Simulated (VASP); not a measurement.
Input of a VASP 6.6.1 run:

The input INCAR:

```
ALGO = Normal ; EDIFF = 1E-7
EDIFFG = -0.04 ; ENCUT = 1340
GGA = PE ; GGA_COMPAT = False
IBRION = 2 ; ISIF = 3
ISMEAR = 0 ; LASPH = True
LCHARG = False ; LREAL = False
LWAVE = False ; NELM = 120
NELMIN = 4 ; NSW = 90
PREC = Accurate ; SIGMA = 0.1
```

File KPOINTS:

```
k-points
0
Gamma
  4 4 2
```

The input POSCAR:

```
Ga2Ge3O
1.0
    3.7569313800      0.0000000000      0.0000000000
    0.0000000000      3.7569313800      0.0000000000
    0.0000000000      0.0000000000      8.4298512100
Ga Ge O
2 3 1
Direct
    0.5000000000      0.0000000000      0.0000000000
    0.0000000000      0.5000000000      0.0000000000
    0.5000000000      0.0000000000      0.5000000000
    0.0000000000      0.5000000000      0.5000000000
    0.0000000000      0.0000000000      0.5000000000
    0.0000000000      0.0000000000      0.0000000000
```

Potentials or basis: VASP PAW PBE potentials, release 64 (Ga_d, Ge_d, O_h).

Launch:

```sh
$ cat potpaw_PBE.64/Ga_d/POTCAR potpaw_PBE.64/Ge_d/POTCAR potpaw_PBE.64/O_h/POTCAR > POTCAR
$ mpirun -np 1 vasp_std > vasp.out
```

**Question.** Predict the relaxed volume.

**Answer.** 20.90 Å³/atom.

**Question.** Estimate the relaxed cell.

**Answer.** a = 5.015 Å, b = 5.015 Å, c = 4.984 Å, α = 90.00°, β = 90.00°, γ = 90.00°.

**Question.** Estimate the space group after relaxing (to 0.1 Å).

**Answer.** P4/mmm (No. 123).

Final structure:
```
Ga Ge O
1.0
     5.01523    0.00000    0.00000
     0.00000    5.01523    0.00000
     0.00000    0.00000    4.98443
Ga Ge O
2 3 1
Direct
  0.50000 0.00000 0.00000
  0.00000 0.50000 0.00000
  0.50000 0.00000 0.50000
  0.00000 0.50000 0.50000
  0.00000 0.00000 0.50000
  0.00000 0.00000 0.00000
```

Caveat: the k points lie up to 0.63 Å⁻¹ apart in the final cell, too coarse for converged energies and pressures of a metal; a cell axis changed by over 15 % at a fixed basis, so the end point is rough.
